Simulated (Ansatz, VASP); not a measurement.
# Two plane-wave programs on TiC

INCAR

```
PREC = Accurate
ENCUT = 600
EDIFF = 1E-6
ISMEAR = -1
SIGMA = 0.15
LREAL = F
LASPH = T
NELM = 80
ALGO = Normal
ISIF = 3
LWAVE = F
LCHARG = F
GGA = CA
IBRION = 2
NSW = 80
EDIFFG = -0.001
```

Contents of KPOINTS:

```
regular mesh
0
Gamma
  16 16 16
```

File POSCAR:

```
TiC
1.0
    0.0000000000      2.1303899794      2.1303899794
    2.1303899794      0.0000000000      2.1303899794
    2.1303899794      2.1303899794      0.0000000000
Ti C
1 1
Direct
    0.0000000000      0.0000000000      0.0000000000
    0.5000000000      0.5000000000      0.5000000000
```

Input for Ansatz:

```yaml
crystal:
  lattice:
    - [0.0, 2.1303899794, 2.1303899794]
    - [2.1303899794, 0.0, 2.1303899794]
    - [2.1303899794, 2.1303899794, 0.0]
  atoms:
    - { symbol: Ti, position: [0.0, 0.0, 0.0] }
    - { symbol: C, position: [0.5, 0.5, 0.5] }
basis:
  ecutwfc: 420
kpoints:
  mp_grid: { grid: [16, 16, 16] }
hamiltonian:
  xc: lda
  pseudopotentials: { kind: paw, azcp: { folder: soft_1 } }
scf:
  occupations: { method: fermi_dirac, width: 0.15 }
output:
  forces: true
  stress: true
  eigenvalues: true
relax:
  adjacent_minimum: "off"
  f_tol: 0.001
  max_steps: 60
  cell: { stress_tol: 0.01 }
```

Alike in both runs: task relaxation of cell and atoms; functional LDA; k mesh 16 × 16 × 16; occupations fermi-dirac, width 0.15 eV; no spin polarisation.

|  | VASP | Ansatz |
| --- | --- | --- |
| version | VASP 6.6.1 | Ansatz 0.2.0 |
| potentials or method | VASP PAW LDA potentials, release 64 (Ti_sv, C), cutoff 600 eV | scalar-relativistic, plane waves, PAW |
| valence electrons in the cell | 16 | 16 |

```tsv
	VASP	Ansatz	Ansatz less VASP
gap on the k mesh at the Fermi level, each at its own relaxed structure (eV)	none	none	-
relaxed volume (Å³/atom)	9.69	9.67	-0.020
relaxed cell length with the largest relative difference (Å)	3.015	3.013	-0.0021
```

Ansatz warns that its potentials were made for another functional, while VASP's fit it. LDA's correlation is that of Perdew and Zunger in VASP and of Perdew and Wang (1992) in Ansatz. A gap of «none» marks a metal or a gap that the smearing closes.
